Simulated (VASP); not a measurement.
# SrCl2 (Fm-3m) in VASP: further runs

SrCl2 is run at these levels: PBE-based screened hybrid with 20 % exact exchange, PBE; tasks: single point.

Program: VASP 6.6.1. These are calculated values, not measurements. Logs are shortened: lines on timing, memory, paths and dates and some standing lists are left out, and cuts for length are marked.

### 1 The cell of the first run

The structure is cubic, space group Fm-3m (No. 225). The conventional cell has a = 6.995 Å, b = 6.995 Å, c = 6.995 Å, α = 90.00°, β = 90.00°, γ = 90.00°. Sr (site symmetry m-3m) has 8 Cl at 3.03 Å within 4.0 Å. Cl (site symmetry -43m) has 4 Sr at 3.03 Å and 6 Cl at 3.50 Å within 4.0 Å.

### 2 Single point, PBE-based screened hybrid with 20 % exact exchange

The input, POSCAR:

```
SrCl2
1.0
    0.0000000000      3.4977180859      3.4977180859
    3.4977180859      0.0000000000      3.4977180859
    3.4977180859      3.4977180859      0.0000000000
Sr Cl
1 2
Direct
    0.0000000000      0.0000000000      0.0000000000
    0.2500000000      0.2500000000      0.2500000000
    0.7500000000      0.7500000000      0.7500000000
```

The input, INCAR.step1:

```
SYSTEM = SrCl2
  PREC = Accurate
  ENCUT = 520
  EDIFF = 1E-5
  ISMEAR = 0
  SIGMA = 0.01
  LREAL = .False.
  LASPH = .True.
  NELM = 80
  ALGO = Normal
  ISIF = 2
  LWAVE = .True.
  LCHARG = .False.
  NBANDS = 19
  GGA = PE
```

The input, INCAR.step2:

```
SYSTEM = SrCl2
  PREC = Accurate
  ENCUT = 520
  EDIFF = 1E-6
  ISMEAR = 0
  SIGMA = 0.01
  LREAL = .False.
  LASPH = .True.
  NELM = 80
  ALGO = Normal
  ISIF = 2
  LWAVE = .False.
  LCHARG = .False.
  GGA = PE
  LHFCALC = .True.
  AEXX = 0.2
  HFSCREEN = 0.1
  PRECFOCK = Normal
  NBANDS = 19
  ISTART = 1
```

The input, KPOINTS:

```
regular mesh
0
Gamma
  4 4 4
  0 0 0
```

Potentials or basis: VASP PAW PBE potentials, release 64 (Sr_sv, Cl).

Launch:

```console
$ cat potpaw_PBE.64/Sr_sv/POTCAR potpaw_PBE.64/Cl/POTCAR > POTCAR
$ cp INCAR.step1 INCAR
$ mpirun -np 1 vasp_std > vasp.out
$ cp INCAR.step2 INCAR
$ mpirun -np 1 vasp_std > vasp.out
```

OUTCAR:

```text
SYSTEM = SrCl2
   PREC = Accurate
   ENCUT = 520
   EDIFF = 1E-6
   ISMEAR = 0
   LREAL = .False.
   LASPH = .True.
   NELM = 80
   ISIF = 2
   GGA = PE
   LHFCALC = .True.
   AEXX = 0.2
   HFSCREEN = 0.1
   PRECFOCK = Normal
   ISTART = 1

 ion  position               nearest neighbor table
   1  0.000  0.000  0.000-   3 3.03   3 3.03   3 3.03   2 3.03   2 3.03   2 3.03   3 3.03   2 3.03

   2  0.250  0.250  0.250-   1 3.03   1 3.03   1 3.03   1 3.03
   3  0.750  0.750  0.750-   1 3.03   1 3.03   1 3.03   1 3.03

  LATTYP: Found a face centered cubic cell.
 ALAT       =     6.9954361718

  Lattice vectors:

 A1 = (   0.0000000000,   3.4977180859,   3.4977180859)
 A2 = (   3.4977180859,   0.0000000000,   3.4977180859)
 A3 = (   3.4977180859,   3.4977180859,   0.0000000000)

Analysis of symmetry for initial positions (statically):
=====================================================================
 Subroutine PRICEL returns:
 Original cell was already a primitive cell.

 Routine SETGRP: Setting up the symmetry group for a
 face centered cubic supercell.

 Subroutine GETGRP returns: Found 48 space group operations
 (whereof 48 operations were pure point group operations)
 out of a pool of 48 trial point group operations.

The static configuration has the point symmetry O_h .

Analysis of symmetry for dynamics (positions and initial velocities):
=====================================================================
 Subroutine PRICEL returns:
 Original cell was already a primitive cell.

 Routine SETGRP: Setting up the symmetry group for a
 face centered cubic supercell.

 Subroutine GETGRP returns: Found 48 space group operations
 (whereof 48 operations were pure point group operations)
 out of a pool of 48 trial point group operations.

The dynamic configuration has the point symmetry O_h .

 Subroutine INISYM returns: Found 48 space group operations
 (whereof 48 operations are pure point group operations),
 and found     1 'primitive' translations

----------------------------------------------------------------------------------------

                                     Primitive cell

  volume of cell :      85.5824

  direct lattice vectors                    reciprocal lattice vectors
[... 77 lines left out ...]
   NFREE  =      0    steps in history (QN), initial steepest desc. (CG)
   ISIF   =      2    stress and relaxation
   ISYM   =      3    0-nonsym 1-usesym 2-fastsym
   POTIM  = 0.5000    time-step for ionic-motion
   TEBEG  =    0.0;   TEEND  =   0.0 temperature during run
   PSTRESS=    0.0 pullay stress
   NELECT =      24.0000    total number of electrons
   NUPDOWN=      -1.0000    fix difference up-down
   EMIN   =  10.00;   EMAX   =-10.00  energy-range for DOS
   EFERMI =   0.00;   METHOD = LEGACY
   ISMEAR =     0;   SIGMA  =   0.01  broadening in eV -4-tet -1-fermi 0-gaus
   EFERMI_NEDOS =   21; number of points for ismear=-14 and -15
   IALGO  =     38    algorithm
   IMIX   =      1    mixing-type and parameters
     AMIX     =   0.40;   BMIX     =  1.00
     AMIX_MAG =   1.60;   BMIX_MAG =  1.00
  volume/ion in A,a.u.               =      28.53       192.51
  Fermi-wavevector in a.u.,A,eV,Ry     =   1.071562  2.024958 15.622809  1.148244
  Thomas-Fermi vector in A             =   2.207306
   LORBIT       =      0    0 simple, 1 ext, 2 COOP (PROOUT), +10 PAW based schemes
   GGA     = PE    functional components
   LHFCALC =     T    Hartree Fock is set to
   PRECFOCK=normal    Normal, Fast or Accurate (Low or Medium for compatibility)
   ENCUT4O =  -1.0   cutoff for four orbital integrals eV
   NKREDX  =     1    reduce k-point grid by
   NKREDY  =     1    reduce k-point grid by
   NKREDZ  =     1    reduce k-point grid by
   AEXX    =    0.2000 exact exchange contribution
   HFSCREEN=    0.1000 screening length (either q_TF or 0.3 A-1)
   HFSCREENC=   0.1000 screening length for correlation (either q_TF or 0.3 A-1)
   ENCUTFOCK=  -1.0 apply spherical cutoff to Coloumb kernel
   IVDW    =     0    specifies the selected vdW correction
   LEPSILON=     F    determine dielectric tensor
   LRPA    =     F    only Hartree local field effects (RPA)
 non-spin polarized calculation
 Gauss-broadening in eV      SIGMA  =   0.01
  energy-cutoff  :      520.00
  volume of cell :       85.58
 maximum number of plane-waves:      2332
 NGX is ok and might be reduce to    40
  NGX = 28; NGY = 28; NGZ = 28

 number of electron      24.0000002 magnetization

 Free energy of the ion-electron system (eV)
  ---------------------------------------------------
  ext. energy  EPLUGINS =         0.00000000
  ---------------------------------------------------
  free energy    TOTEN  =       -14.68822452 eV

  energy without entropy =      -14.68822452  energy(sigma->0) =      -14.68822452

 E-fermi :  -0.7021     XC(G=0):  -6.9993

 val. band max:       -0.7910300603   @ k =   0.5000   0.5000   0.0000
 cond. band min:       5.8151822347   @ k =   0.0000   0.0000   0.0000
 fundamental gap:      6.6062122950
 Fermi energy:        -0.7021212766

 k-point     1 :       0.0000    0.0000    0.0000
  band No.  band energies     occupation
      1     -35.3922      2.00000
      2     -16.3548      2.00000
      3     -16.3548      2.00000
      4     -16.3548      2.00000
      5     -15.0947      2.00000
      6     -14.2005      2.00000
[... 153 lines left out ...]
      6     -14.3580      2.00000
[... 11 lines left out ...]
     18      10.2028      0.00000
     19      11.3023      0.00000

------------------------ aborting loop because EDIFF is reached ----------------------------------------

  FORCE on cell =-STRESS in cart. coord.  units (eV):
  Direction    XX          YY          ZZ          XY          YZ          ZX
  --------------------------------------------------------------------------------------
  -------------------------------------------------------------------------------------
  Total        0.1702613      0.1702613      0.1702613      0.0000000     -0.0000000      0.0000000
  in kB        3.1874407      3.1874407      3.1874407      0.0000000     -0.0000000      0.0000000
  external PRESSURE =       3.1874407 kB  Pullay stress =       0.0000000 kB

 VOLUME and BASIS-vectors are now :
 -----------------------------------------------------------------------------
  energy-cutoff  :      520.00
  volume of cell :       85.58
      direct lattice vectors                 reciprocal lattice vectors
     0.000000000  3.497718086  3.497718086    -0.142950343  0.142950343  0.142950343
     3.497718086  0.000000000  3.497718086     0.142950343 -0.142950343  0.142950343
     3.497718086  3.497718086  0.000000000     0.142950343  0.142950343 -0.142950343

 POSITION                                       TOTAL-FORCE (eV/Angst)
 -----------------------------------------------------------------------------------
      0.00000      0.00000      0.00000         0.000000     -0.000000      0.000000
      1.74886      1.74886      1.74886        -0.000000      0.000000     -0.000000
      5.24658      5.24658      5.24658         0.000000     -0.000000     -0.000000
 -----------------------------------------------------------------------------------
    total drift:                                0.000000     -0.000000     -0.000000

  FREE ENERGIE OF THE ION-ELECTRON SYSTEM (eV)
  ---------------------------------------------------
  free  energy   TOTEN  =       -14.6882245167 eV

  energy  without entropy=      -14.6882245167  energy(sigma->0) =      -14.68822452
```

OUTCAR.step1:

```text
SYSTEM = SrCl2
   PREC = Accurate
   ENCUT = 520
   EDIFF = 1E-5
   ISMEAR = 0
   LREAL = .False.
[... 384 lines left out ...]
      0.00000      0.00000      0.00000         0.000000     -0.000000      0.000000
      1.74886      1.74886      1.74886         0.000000     -0.000000      0.000000
      5.24658      5.24658      5.24658        -0.000000      0.000000     -0.000000
 -----------------------------------------------------------------------------------
    total drift:                               -0.000000     -0.000000      0.000000

  FREE ENERGIE OF THE ION-ELECTRON SYSTEM (eV)
  ---------------------------------------------------
  free  energy   TOTEN  =       -12.7864416793 eV

  energy  without entropy=      -12.7864416793  energy(sigma->0) =      -12.78644168
```

OSZICAR.step1:

```text
N       E                     dE             d eps       ncg     rms          rms(c)
DAV:   1     0.140311670319E+03    0.14031E+03   -0.11579E+04   304   0.114E+03
DAV:   2    -0.385902935459E+01   -0.14417E+03   -0.13997E+03   387   0.222E+02
DAV:   3    -0.127359019929E+02   -0.88769E+01   -0.88453E+01   378   0.550E+01
DAV:   4    -0.130634305188E+02   -0.32753E+00   -0.32719E+00   536   0.877E+00
DAV:   5    -0.130658692188E+02   -0.24387E-02   -0.24386E-02   402   0.786E-01    0.127E+01
DAV:   6    -0.127680842649E+02    0.29778E+00   -0.59662E-01   340   0.431E+00    0.816E+00
DAV:   7    -0.127776585566E+02   -0.95743E-02   -0.36202E-01   401   0.360E+00    0.215E+00
DAV:   8    -0.127840064271E+02   -0.63479E-02   -0.54378E-02   347   0.129E+00    0.413E-01
DAV:   9    -0.127849400773E+02   -0.93365E-03   -0.20144E-03   370   0.266E-01    0.149E-01
DAV:  10    -0.127863270232E+02   -0.13869E-02   -0.99628E-04   328   0.184E-01    0.368E-02
DAV:  11    -0.127864177122E+02   -0.90689E-04   -0.58867E-05   374   0.434E-02    0.424E-02
DAV:  12    -0.127864398481E+02   -0.22136E-04   -0.20569E-05   299   0.231E-02    0.289E-03
DAV:  13    -0.127864416793E+02   -0.18312E-05   -0.21280E-06   313   0.795E-03
   1 F= -.12786442E+02 E0= -.12786442E+02  d E =-.213979E-18
```

Wall time 17 min (1 thread of Intel Xeon Platinum 8259CL at 2.50GHz (Skylake/Cascade Lake), shared host); peak memory 0.35 GiB.

What came out:

```yaml
Free_energy: -14.6882 eV
Pressure: 0.3 GPa
Band_gap_on_the_k_mesh: 6.61 eV (least direct gap 6.85 eV)
```

Caveat: the structure was generated, so it needn't be the stable form of SrCl2; the PAW data sets were made with another functional, which shifts forces and pressure a little. A k mesh can miss the band edges.

### 3 Single point, PBE

The input, INCAR:

```
PREC = Accurate ; ENCUT = 500
EDIFF = 1E-6 ; ISMEAR = 0
SIGMA = 0.01 ; LREAL = F
LASPH = T ; NELM = 120
ALGO = Normal ; ISIF = 2
LWAVE = F ; LCHARG = F
GGA = PE ; ISYM = -1
NBANDS = 19 ; GGA_COMPAT = F
```

The input, KPOINTS:

```
explicit points
32
Reciprocal
  0.12500000   0.12500000   0.12500000 2
  0.12500000   0.12500000   0.37500000 2
  0.12500000   0.12500000   0.62500000 2
  0.12500000   0.12500000   0.87500000 2
  0.12500000   0.37500000   0.12500000 2
  0.12500000   0.37500000   0.37500000 2
  0.12500000   0.37500000   0.62500000 2
  0.12500000   0.37500000   0.87500000 2
  0.12500000   0.62500000   0.12500000 2
  0.12500000   0.62500000   0.37500000 2
  0.12500000   0.62500000   0.62500000 2
  0.12500000   0.62500000   0.87500000 2
  0.12500000   0.87500000   0.12500000 2
  0.12500000   0.87500000   0.37500000 2
  0.12500000   0.87500000   0.62500000 2
  0.12500000   0.87500000   0.87500000 2
  0.37500000   0.12500000   0.12500000 2
  0.37500000   0.12500000   0.37500000 2
  0.37500000   0.12500000   0.62500000 2
  0.37500000   0.12500000   0.87500000 2
  0.37500000   0.37500000   0.12500000 2
  0.37500000   0.37500000   0.37500000 2
  0.37500000   0.37500000   0.62500000 2
  0.37500000   0.37500000   0.87500000 2
  0.37500000   0.62500000   0.12500000 2
  0.37500000   0.62500000   0.37500000 2
  0.37500000   0.62500000   0.62500000 2
  0.37500000   0.62500000   0.87500000 2
  0.37500000   0.87500000   0.12500000 2
  0.37500000   0.87500000   0.37500000 2
  0.37500000   0.87500000   0.62500000 2
  0.37500000   0.87500000   0.87500000 2
```

POSCAR is that of step 2.

Potentials or basis: VASP PAW PBE potentials, release 64 (Sr_sv, Cl).

Launch:

```console
$ cat potpaw_PBE.64/Sr_sv/POTCAR potpaw_PBE.64/Cl/POTCAR > POTCAR
$ mpirun -np 1 vasp_std > vasp.out
```

Run time: 33 s. Hardware: 1 thread of Intel Xeon Platinum 8259CL at 2.50GHz (Skylake/Cascade Lake), shared host; peak memory 0.22 GiB.

It converged, with:

```
Free energy            : -12.7862 eV
Pressure               : 0.8 GPa
Band gap on the k mesh : 5.79 eV (least direct gap 5.82 eV)
```

Levels at points of the mesh, in eV from the valence-band top:
| k point | band 10 | band 11 | band 12 | band 13 | band 14 | band 15 |
| --- | --- | --- | --- | --- | --- | --- |
| (0.12, 0.12, 0.12) | -0.39 | -0.29 | -0.29 | 5.79 | 6.35 | 6.35 |

Caveat: the structure was generated, so it needn't be the stable form of SrCl2; a shifted mesh leaves out Γ, where band edges can lie. A k mesh can miss the band edges.
